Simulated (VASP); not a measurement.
# ZrC (P6_3/mmc) in VASP: notebook, part 2 of 2

VASP 6.6.1. Earlier steps stand in the parts before.

## 3. Single point, LDA (volume scaled by 0.98)

INCAR reads:

```
SYSTEM = ZrC
PREC = Accurate ; ENCUT = 520
EDIFF = 1E-6 ; ISMEAR = -1
SIGMA = 0.05 ; LREAL = .False.
LASPH = .True. ; NELM = 60
ALGO = Normal ; ISIF = 2
LWAVE = .False. ; LCHARG = .False.
NBANDS = 24
```

KPOINTS reads:

```
regular mesh
0
Gamma
  9 9 5
  0 0 0
```

POSCAR reads:

```
ZrC
1.0
    3.3687140002      0.0000000000      0.0000000000
   -1.6843570001      2.9173919023      0.0000000000
    0.0000000000      0.0000000000      5.2545482188
Zr C
2 2
Direct
    0.6666666667      0.3333333333      0.7500000000
    0.3333333333      0.6666666667      0.2500000000
    0.0000000000      0.0000000000      0.5000000000
    0.0000000000      0.0000000000      0.0000000000
```

Potentials or basis: VASP PAW LDA potentials, release 64 (Zr_sv, C).

Command:

```
cat potpaw_LDA.64/Zr_sv/POTCAR potpaw_LDA.64/C/POTCAR > POTCAR
mpirun -np 1 vasp_std > vasp.out
```

OUTCAR:

```text
SYSTEM = ZrC
   PREC = Accurate
   ENCUT = 520
   EDIFF = 1E-6
   ISMEAR = -1
   LREAL = .False.
   LASPH = .True.
   NELM = 60
   ISIF = 2

 ion  position               nearest neighbor table
   1  0.667  0.333  0.750-   3 2.35   4 2.35   3 2.35   4 2.35   3 2.35   4 2.35   2 3.27   2 3.27
                             2 3.27   2 3.27   2 3.27   2 3.27
   2  0.333  0.667  0.250-   3 2.35   4 2.35   3 2.35   4 2.35   3 2.35   4 2.35   1 3.27   1 3.27
                             1 3.27   1 3.27   1 3.27   1 3.27
   3  0.000  0.000  0.500-   1 2.35   2 2.35   1 2.35   2 2.35   1 2.35   2 2.35
   4  0.000  0.000  0.000-   1 2.35   2 2.35   1 2.35   2 2.35   1 2.35   2 2.35

  LATTYP: Found a hexagonal cell.
 ALAT       =     3.3687140002
 C/A-ratio  =     1.5598083478

  Lattice vectors:

 A1 = (   3.3687140002,   0.0000000000,   0.0000000000)
 A2 = (  -1.6843570001,   2.9173919023,   0.0000000000)
 A3 = (   0.0000000000,   0.0000000000,   5.2545482188)

Analysis of symmetry for initial positions (statically):
=====================================================================
 Subroutine PRICEL returns:
 Original cell was already a primitive cell.

 Routine SETGRP: Setting up the symmetry group for a
 hexagonal supercell.

 Subroutine GETGRP returns: Found 24 space group operations
 (whereof 12 operations were pure point group operations)
 out of a pool of 24 trial point group operations.

The static configuration has the point symmetry D_3d.
 The point group associated with its full space group is D_6h.

Analysis of symmetry for dynamics (positions and initial velocities):
=====================================================================
 Subroutine PRICEL returns:
 Original cell was already a primitive cell.

 Routine SETGRP: Setting up the symmetry group for a
 hexagonal supercell.

 Subroutine GETGRP returns: Found 24 space group operations
 (whereof 12 operations were pure point group operations)
[... 119 lines left out ...]
   NUPDOWN=      -1.0000    fix difference up-down
   EMIN   =  10.00;   EMAX   =-10.00  energy-range for DOS
   EFERMI =   0.00;   METHOD = LEGACY
   ISMEAR =    -1;   SIGMA  =   0.05  broadening in eV -4-tet -1-fermi 0-gaus
   EFERMI_NEDOS =   21; number of points for ismear=-14 and -15
   IALGO  =     38    algorithm
   IMIX   =      4    mixing-type and parameters
     AMIX     =   0.40;   BMIX     =  1.00
     AMIX_MAG =   1.60;   BMIX_MAG =  1.00
  volume/ion in A,a.u.               =      12.91        87.12
  Fermi-wavevector in a.u.,A,eV,Ry     =   1.395704  2.637499 26.504017  1.947990
  Thomas-Fermi vector in A             =   2.519130
   LORBIT       =      0    0 simple, 1 ext, 2 COOP (PROOUT), +10 PAW based schemes
   GGA     = CA    functional components
   LHFCALC =     F    Hartree Fock is set to
   AEXX    =    0.0000 exact exchange contribution
   IVDW    =     0    specifies the selected vdW correction
   LEPSILON=     F    determine dielectric tensor
   LRPA    =     F    only Hartree local field effects (RPA)
 non-spin polarized calculation
  energy-cutoff  :      520.00
  volume of cell :       51.64
 maximum number of plane-waves:      1411
 NGX is ok and might be reduce to    28
   NGX = 13   NGY = 13   NGZ = 19

 number of electron      32.0000001 magnetization

 Free energy of the ion-electron system (eV)
  ---------------------------------------------------
  ext. energy  EPLUGINS =         0.00000000
  ---------------------------------------------------
  free energy    TOTEN  =       -41.86773910 eV

  energy without entropy =      -41.86131547  energy(sigma->0) =      -41.86452729

 E-fermi :   9.7947     XC(G=0): -12.3814

 val. band max:        9.7668116469   @ k =   0.2222   0.2222   0.2000
 cond. band min:       9.8241026518   @ k =   0.1111   0.1111   0.2000
 fundamental gap:      0.0572910050
 Fermi energy:         9.7946695893

 k-point     1 :       0.0000    0.0000    0.0000
  band No.  band energies     occupation
      1     -38.1819      2.00000
      2     -38.0545      2.00000
      3     -16.9376      2.00000
      4     -16.1797      2.00000
      5     -16.1797      2.00000
      6     -16.0739      2.00000
[... 637 lines left out ...]
     23      17.1904      0.00000
     24      17.1904      0.00000

 [... further k-points ...]
[... 5 lines left out ...]
  --------------------------------------------------------------------------------------
  -------------------------------------------------------------------------------------
  Total       -2.4737916     -2.4737916     -1.8617764      0.0000000      0.0000000     -0.0000000
  in kB      -76.7501804    -76.7501804    -57.7622097      0.0000000      0.0000000     -0.0000000
  external PRESSURE =     -70.4208568 kB  Pullay stress =       0.0000000 kB

 VOLUME and BASIS-vectors are now :
 -----------------------------------------------------------------------------
  energy-cutoff  :      520.00
  volume of cell :       51.64
      direct lattice vectors                 reciprocal lattice vectors
     3.368714000  0.000000000  0.000000000     0.296849183  0.171385956  0.000000000
    -1.684357000  2.917391902  0.000000000     0.000000000  0.342771912  0.000000000
     0.000000000  0.000000000  5.254548219     0.000000000  0.000000000  0.190311319

 POSITION                                       TOTAL-FORCE (eV/Angst)
 -----------------------------------------------------------------------------------
      1.68436      0.97246      3.94091         0.000000      0.000000      0.000000
     -0.00000      1.94493      1.31364        -0.000000      0.000000      0.000000
      0.00000      0.00000      2.62727        -0.000000      0.000000      0.000000
      0.00000      0.00000      0.00000        -0.000000      0.000000      0.000000
 -----------------------------------------------------------------------------------
    total drift:                               -0.000000      0.000000     -0.000000

  FREE ENERGIE OF THE ION-ELECTRON SYSTEM (eV)
  ---------------------------------------------------
  free  energy   TOTEN  =       -41.8677391013 eV

  energy  without entropy=      -41.8613154691  energy(sigma->0) =      -41.86452729
```

OSZICAR:

```text
N       E                     dE             d eps       ncg     rms          rms(c)
DAV:   1     0.245475332749E+03    0.24548E+03   -0.16841E+04  1728   0.134E+03
DAV:   2    -0.275194458109E+02   -0.27299E+03   -0.25865E+03  2064   0.373E+02
DAV:   3    -0.478033575427E+02   -0.20284E+02   -0.20002E+02  3128   0.809E+01
DAV:   4    -0.485004354567E+02   -0.69708E+00   -0.69670E+00  2056   0.146E+01
DAV:   5    -0.485218625051E+02   -0.21427E-01   -0.21426E-01  2752   0.194E+00    0.298E+01
DAV:   6    -0.424523703402E+02    0.60695E+01   -0.34885E+01  2032   0.292E+01    0.117E+01
DAV:   7    -0.419178612233E+02    0.53451E+00   -0.31251E+00  2432   0.901E+00    0.867E+00
DAV:   8    -0.419307902603E+02   -0.12929E-01   -0.73684E-01  2040   0.410E+00    0.223E+00
DAV:   9    -0.418681745410E+02    0.62616E-01   -0.28561E-01  2344   0.209E+00    0.602E-01
DAV:  10    -0.418687814988E+02   -0.60696E-03   -0.13060E-02  2192   0.735E-01    0.382E-01
DAV:  11    -0.418677674711E+02    0.10140E-02   -0.27967E-03  2376   0.265E-01    0.846E-02
DAV:  12    -0.418677399143E+02    0.27557E-04   -0.18255E-04  2280   0.716E-02    0.127E-02
DAV:  13    -0.418677392832E+02    0.63112E-06   -0.10365E-05  1848   0.202E-02    0.488E-03
DAV:  14    -0.418677391013E+02    0.18188E-06   -0.76177E-07  1384   0.662E-03
   1 F= -.41867739E+02 E0= -.41864527E+02  d E =-.642363E-02
```

stdout:

```text
POSCAR found type information on POSCAR ZrC
 POSCAR found :  2 types and       4 ions
 scaLAPACK will be used
 LDA part: xc-table for (Slater(with rela. corr.)+CA(PZ))
 , standard interpolation
 POSCAR, INCAR and KPOINTS ok, starting setup
 FFT: planning ... GRIDC
 FFT: planning ... GRID_SOFT
 FFT: planning ... GRID
 WAVECAR not read
 entering main loop
```

Run time: 41 s. Hardware: 1 thread of Intel Xeon 6975P-C, shared host; peak memory 0.17 GiB.

Results:

| Property | Result |
| --- | --- |
| Free energy | -41.8677 eV |
| Pressure | -7.0 GPa |
| Band gap on the k mesh | zero (band 16 reaches 10.73 eV, above the bottom of band 17 at 9.77 eV) |

Stress tensor (GPa, compression positive):
```
-7.68  0.00  0.00
 0.00 -7.68  0.00
 0.00  0.00 -5.78
```

## 4. Single point, LDA (volume scaled by 1.02)

INCAR reads:

```
PREC = Accurate
ENCUT = 520
EDIFF = 1E-7
ISMEAR = -1
SIGMA = 0.05
LREAL = F
LASPH = T
NELM = 60
ALGO = Normal
ISIF = 2
LWAVE = F
LCHARG = T
LELF = T
LVHAR = T
NBANDS = 24
```

KPOINTS reads:

```
Automatic mesh
0
Gamma
  9 9 5
```

POSCAR reads:

```
ZrC
1.0
    3.4139370341      0.0000000000      0.0000000000
   -1.7069685171      2.9565561985      0.0000000000
    0.0000000000      0.0000000000      5.3250874846
Zr C
2 2
Direct
    0.6666666667      0.3333333333      0.7500000000
    0.3333333333      0.6666666667      0.2500000000
    0.0000000000      0.0000000000      0.5000000000
    0.0000000000      0.0000000000      0.0000000000
```

Command:

```
cat potpaw_LDA.64/Zr_sv/POTCAR potpaw_LDA.64/C/POTCAR > POTCAR
mpirun -np 1 vasp_std > vasp.out
```

It took 52 s on 1 thread of Intel Xeon 6975P-C, shared host; peak memory 0.18 GiB.

It converged, with:

```
Free energy            : -41.7225 eV
Pressure               : -14.9 GPa
Band gap on the k mesh : zero (band 16 reaches 10.26 eV, above the bottom of band 17 at 9.31 eV)
```

Stress tensor (GPa, compression positive):
```
-15.65   0.00   0.00
  0.00 -15.65   0.00
  0.00   0.00 -13.49
```

Levels at points of the mesh, in eV from the Fermi level:
| k point | band 13 | band 14 | band 15 | band 16 | band 17 | band 18 | band 19 | band 20 |
| --- | --- | --- | --- | --- | --- | --- | --- | --- |
| (0.00, 0.00, 0.00) | -2.75 | -1.06 | -1.06 | 0.90 | 1.19 | 1.19 | 1.59 | 1.59 |

## 5. Single point, LDA (volume scaled by 1.04)

INCAR reads:

```
SYSTEM = ZrC
PREC = Accurate
ENCUT = 520
EDIFF = 1E-6
ISMEAR = -1
SIGMA = 0.05
LREAL = .False.
LASPH = .True.
NELM = 60
ALGO = Normal
ISIF = 2
LWAVE = .False.
LCHARG = .False.
GGA = CA
NBANDS = 24
```

KPOINTS reads:

```
Automatic mesh
0
Gamma
  9 9 5
  0 0 0
```

POSCAR reads:

```
ZrC
1.0
    3.4361060776      0.0000000000      0.0000000000
   -1.7180530388      2.9757551533      0.0000000000
    0.0000000000      0.0000000000      5.3596669437
Zr C
2 2
Direct
    0.6666666667      0.3333333333      0.7500000000
    0.3333333333      0.6666666667      0.2500000000
    0.0000000000      0.0000000000      0.5000000000
    0.0000000000      0.0000000000      0.0000000000
```

Command:

```
cat potpaw_LDA.64/Zr_sv/POTCAR potpaw_LDA.64/C/POTCAR > POTCAR
mpirun -np 1 vasp_std > vasp.out
```

Wall time 48 s (1 thread of Intel Xeon 6975P-C, shared host); peak memory 0.17 GiB.

It converged, with:

| Property | Result |
| --- | --- |
| Free energy | -41.6137 eV |
| Pressure | -18.3 GPa |
| Band gap on the k mesh | zero (band 16 reaches 10.03 eV, above the bottom of band 17 at 9.09 eV) |

Stress tensor (GPa, compression positive):
```
-19.02   0.00   0.00
  0.00 -19.02   0.00
  0.00   0.00 -16.76
```

Levels at points of the mesh, in eV from the Fermi level:
| k point | band 13 | band 14 | band 15 | band 16 | band 17 | band 18 | band 19 | band 20 |
| --- | --- | --- | --- | --- | --- | --- | --- | --- |
| (0.00, 0.00, 0.00) | -2.70 | -1.04 | -1.04 | 0.89 | 1.17 | 1.17 | 1.55 | 1.55 |

## 6. Overview

```tsv
task	level	potentials or basis	cell	k mesh	cutoff (eV)	gap on the mesh (eV)	pressure (GPa)
relaxation of cell and atoms	PBE	VASP PAW PBE potentials, release 64 (Zr_sv, C)	relaxed to 30 GPa from a = 3.391, b = 3.391, c = 5.290 Å, angles 90.0, 90.0, 120.0°, 4 atoms	7 × 7 × 4	600	none	30.0
single point	LDA	VASP PAW LDA potentials, release 64 (Zr_sv, C)	a = 3.369, b = 3.369, c = 5.255 Å, angles 90.0, 90.0, 120.0°, 4 atoms	9 × 9 × 5	520	none	-7.0
single point	LDA	VASP PAW LDA potentials, release 64 (Zr_sv, C)	a = 3.414, b = 3.414, c = 5.325 Å, angles 90.0, 90.0, 120.0°, 4 atoms	9 × 9 × 5	520	none	-14.9
single point	LDA	VASP PAW LDA potentials, release 64 (Zr_sv, C)	a = 3.436, b = 3.436, c = 5.360 Å, angles 90.0, 90.0, 120.0°, 4 atoms	9 × 9 × 5	520	none	-18.3
```

Alike in all rows: no spin polarisation; smearing fermi-dirac 0.05 eV.

Caveats: the cell is relaxed towards a set pressure, so the enthalpy falls and the energy may rise (some runs).

Total energies depend on the potentials used, so only differences within one code and one set of settings carry meaning.
